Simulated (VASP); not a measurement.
# RbBa3 (Fm-3m) in VASP: single point with LDA

Aim: the single point of RbBa3 with LDA.

All numbers are computed with VASP 6.6.1; they aren't measurements. Logs are shortened: lines on timing, memory, paths and dates and some standing lists are left out, and cuts for length are marked.

## (1) The cell of the first run

The structure is cubic, space group Fm-3m (No. 225). Conventional cell: a = 9.837 Å, b = 9.837 Å, c = 9.837 Å, α = 90.00°, β = 90.00°, γ = 90.00°. Rb (site symmetry m-3m) has 14 Ba at 4.26 to 4.92 Å within 5.6 Å. Within 5.6 Å of Ba (site symmetry -43m) lie 4 Rb at 4.26 Å and 10 Ba at 4.26 to 4.92 Å. Within 5.6 Å of Ba (site symmetry m-3m) lie 8 Ba at 4.26 Å and 6 Rb at 4.92 Å.

## (2) Single point, LDA

INCAR

```
SYSTEM = RbBa3
PREC = Accurate
ENCUT = 520
EDIFF = 1E-6
ISMEAR = -1
SIGMA = 0.1
LREAL = .False.
LASPH = .True.
NELM = 100
ALGO = Normal
ISIF = 2
LWAVE = .False.
LCHARG = .True.
LELF = .True.
LVHAR = .True.
NBANDS = 28
```

KPOINTS

```
regular mesh
0
Gamma
  7 7 7
  0 0 0
```

POSCAR

```
RbBa3
1.0
    0.0000000000      4.9183288261      4.9183288261
    4.9183288261      0.0000000000      4.9183288261
    4.9183288261      4.9183288261      0.0000000000
Rb Ba
1 3
Direct
    0.0000000000      0.0000000000      0.0000000000
    0.2500000000      0.2500000000      0.2500000000
    0.7500000000      0.7500000000      0.7500000000
    0.5000000000      0.5000000000      0.5000000000
```

Potentials or basis: VASP PAW LDA potentials, release 64 (Rb_sv, Ba_sv).

Started as:

```console
$ cat potpaw_LDA.64/Rb_sv/POTCAR potpaw_LDA.64/Ba_sv/POTCAR > POTCAR
$ mpirun -np 1 vasp_std > vasp.out
```

OUTCAR:

```text
SYSTEM = RbBa3
   PREC = Accurate
   ENCUT = 520
   EDIFF = 1E-6
   ISMEAR = -1
   LREAL = .False.
   LASPH = .True.
   NELM = 100
   ISIF = 2

 ion  position               nearest neighbor table
   1  0.000  0.000  0.000-   3 4.26   3 4.26   3 4.26   2 4.26   3 4.26   2 4.26   2 4.26   2 4.26
                             4 4.92   4 4.92   4 4.92   4 4.92   4 4.92   4 4.92
   2  0.250  0.250  0.250-   1 4.26   1 4.26   1 4.26   1 4.26   4 4.26   4 4.26   4 4.26   4 4.26

   3  0.750  0.750  0.750-   4 4.26   4 4.26   4 4.26   1 4.26   4 4.26   1 4.26   1 4.26   1 4.26

   4  0.500  0.500  0.500-   2 4.26   2 4.26   2 4.26   2 4.26   3 4.26   3 4.26   3 4.26   3 4.26
                             1 4.92   1 4.92   1 4.92   1 4.92   1 4.92   1 4.92

  LATTYP: Found a face centered cubic cell.
 ALAT       =     9.8366576522

  Lattice vectors:

 A1 = (   0.0000000000,   4.9183288261,   4.9183288261)
 A2 = (   4.9183288261,   0.0000000000,   4.9183288261)
 A3 = (   4.9183288261,   4.9183288261,   0.0000000000)

Analysis of symmetry for initial positions (statically):
=====================================================================
 Subroutine PRICEL returns:
 Original cell was already a primitive cell.

 Routine SETGRP: Setting up the symmetry group for a
 face centered cubic supercell.

 Subroutine GETGRP returns: Found 48 space group operations
 (whereof 48 operations were pure point group operations)
 out of a pool of 48 trial point group operations.

The static configuration has the point symmetry O_h .

Analysis of symmetry for dynamics (positions and initial velocities):
=====================================================================
 Subroutine PRICEL returns:
 Original cell was already a primitive cell.

 Routine SETGRP: Setting up the symmetry group for a
 face centered cubic supercell.

 Subroutine GETGRP returns: Found 48 space group operations
 (whereof 48 operations were pure point group operations)
 out of a pool of 48 trial point group operations.

The dynamic configuration has the point symmetry O_h .

 Subroutine INISYM returns: Found 48 space group operations
 (whereof 48 operations are pure point group operations),
 and found     1 'primitive' translations

----------------------------------------------------------------------------------------

[... 88 lines left out ...]
   LASPH  =      T    aspherical Exc in radial PAW
   ENCUT  =  520.0 eV  38.22 Ry    6.18 a.u.  12.93 12.93 12.93*2*pi/ulx,y,z
   NELM   =    100;   NELMIN=  2; NELMDL= -5     # of ELM steps
   EDIFF  = 0.1E-05   stopping-criterion for ELM
   LREAL  =      F    real-space projection
   EDIFFG = 0.1E-04   stopping-criterion for IOM
   NSW    =      0    number of steps for IOM
   IBRION =     -1    ionic relax: 0-MD 1-quasi-New 2-CG
   NFREE  =      0    steps in history (QN), initial steepest desc. (CG)
   ISIF   =      2    stress and relaxation
   ISYM   =      2    0-nonsym 1-usesym 2-fastsym
   POTIM  = 0.5000    time-step for ionic-motion
   TEBEG  =    0.0;   TEEND  =   0.0 temperature during run
   PSTRESS=    0.0 pullay stress
   NELECT =      39.0000    total number of electrons
   NUPDOWN=      -1.0000    fix difference up-down
   EMIN   =  10.00;   EMAX   =-10.00  energy-range for DOS
   EFERMI =   0.00;   METHOD = LEGACY
   ISMEAR =    -1;   SIGMA  =   0.10  broadening in eV -4-tet -1-fermi 0-gaus
   EFERMI_NEDOS =   21; number of points for ismear=-14 and -15
   IALGO  =     38    algorithm
   IMIX   =      4    mixing-type and parameters
     AMIX     =   0.40;   BMIX     =  1.00
     AMIX_MAG =   1.60;   BMIX_MAG =  1.00
  volume/ion in A,a.u.               =      59.49       401.44
  Fermi-wavevector in a.u.,A,eV,Ry     =   0.895919  1.693042 10.921003  0.802671
  Thomas-Fermi vector in A             =   2.018312
   LORBIT       =      0    0 simple, 1 ext, 2 COOP (PROOUT), +10 PAW based schemes
   GGA     = CA    functional components
   LHFCALC =     F    Hartree Fock is set to
   AEXX    =    0.0000 exact exchange contribution
   IVDW    =     0    specifies the selected vdW correction
   LEPSILON=     F    determine dielectric tensor
   LRPA    =     F    only Hartree local field effects (RPA)
 non-spin polarized calculation
  energy-cutoff  :      520.00
  volume of cell :      237.95
 maximum number of plane-waves:      6431
 NGX is ok and might be reduce to    54
   NGX = 25   NGY = 25   NGZ = 25

 number of electron      38.9999998 magnetization

 Free energy of the ion-electron system (eV)
  ---------------------------------------------------
  ext. energy  EPLUGINS =         0.00000000
  ---------------------------------------------------
  free energy    TOTEN  =        -7.34286706 eV

  energy without entropy =       -7.12883403  energy(sigma->0) =       -7.23585055

 E-fermi :   1.3867     XC(G=0):  -7.5887

 val. band max:        1.3862286596   @ k =   0.2857   0.1429   0.0000
 cond. band min:       1.4126506374   @ k =  -0.4286   0.1429   0.0000
 fundamental gap:      0.0264219778
 Fermi energy:         1.3867232099

 k-point     1 :       0.0000    0.0000    0.0000
  band No.  band energies     occupation
      1     -27.5213      2.00000
      2     -27.4995      2.00000
      3     -27.3899      2.00000
      4     -26.4133      2.00000
      5     -12.7866      2.00000
      6     -12.7866      2.00000
[... 609 lines left out ...]
     27       2.8348      0.00000
     28       3.2797      0.00000

------------------------ aborting loop because EDIFF is reached ----------------------------------------

  FORCE on cell =-STRESS in cart. coord.  units (eV):
  Direction    XX          YY          ZZ          XY          YZ          ZX
  --------------------------------------------------------------------------------------
  -------------------------------------------------------------------------------------
  Total       -0.1612874     -0.1612874     -0.1612874     -0.0000000     -0.0000000      0.0000000
  in kB       -1.0859961     -1.0859961     -1.0859961     -0.0000000     -0.0000000      0.0000000
  external PRESSURE =      -1.0859961 kB  Pullay stress =       0.0000000 kB

 VOLUME and BASIS-vectors are now :
 -----------------------------------------------------------------------------
  energy-cutoff  :      520.00
  volume of cell :      237.95
      direct lattice vectors                 reciprocal lattice vectors
     0.000000000  4.918328826  4.918328826    -0.101660547  0.101660547  0.101660547
     4.918328826  0.000000000  4.918328826     0.101660547 -0.101660547  0.101660547
     4.918328826  4.918328826  0.000000000     0.101660547  0.101660547 -0.101660547

 POSITION                                       TOTAL-FORCE (eV/Angst)
 -----------------------------------------------------------------------------------
      0.00000      0.00000      0.00000        -0.000000      0.000000      0.000000
      2.45916      2.45916      2.45916         0.000000     -0.000000      0.000000
      7.37749      7.37749      7.37749        -0.000000     -0.000000     -0.000000
      4.91833      4.91833      4.91833        -0.000000      0.000000      0.000000
 -----------------------------------------------------------------------------------
    total drift:                                0.000000      0.000000     -0.000000

  FREE ENERGIE OF THE ION-ELECTRON SYSTEM (eV)
  ---------------------------------------------------
  free  energy   TOTEN  =        -7.3428670640 eV

  energy  without entropy=       -7.1288340342  energy(sigma->0) =       -7.23585055
```

stdout:

```text
POSCAR found type information on POSCAR RbBa
 POSCAR found :  2 types and       4 ions
 scaLAPACK will be used
 LDA part: xc-table for (Slater(with rela. corr.)+CA(PZ))
 , standard interpolation
 POSCAR, INCAR and KPOINTS ok, starting setup
 FFT: planning ... GRIDC
 FFT: planning ... GRID_SOFT
 FFT: planning ... GRID
 WAVECAR not read
 entering main loop
```

Run time: 71 s. Hardware: 1 thread of Intel Xeon 6975P-C (Granite Rapids), shared host; peak memory 0.36 GiB.

What came out:

```
Free energy            : -7.3429 eV
Pressure               : -0.1 GPa
Band gap on the k mesh : zero (an odd number of electrons rules out a gap without spin polarisation)
```

Levels at points of the mesh, in eV from the Fermi level:
| k point | band 16 | band 17 | band 18 | band 19 | band 20 | band 21 | band 22 | band 23 | band 24 | band 25 |
| --- | --- | --- | --- | --- | --- | --- | --- | --- | --- | --- |
| (0.00, 0.00, 0.00) | -12.01 | -2.70 | -0.37 | -0.37 | 0.53 | 0.53 | 0.53 | 0.83 | 0.83 | 0.83 |

Caveat: spin-orbit coupling is left out, which moves the levels of the heavy elements.
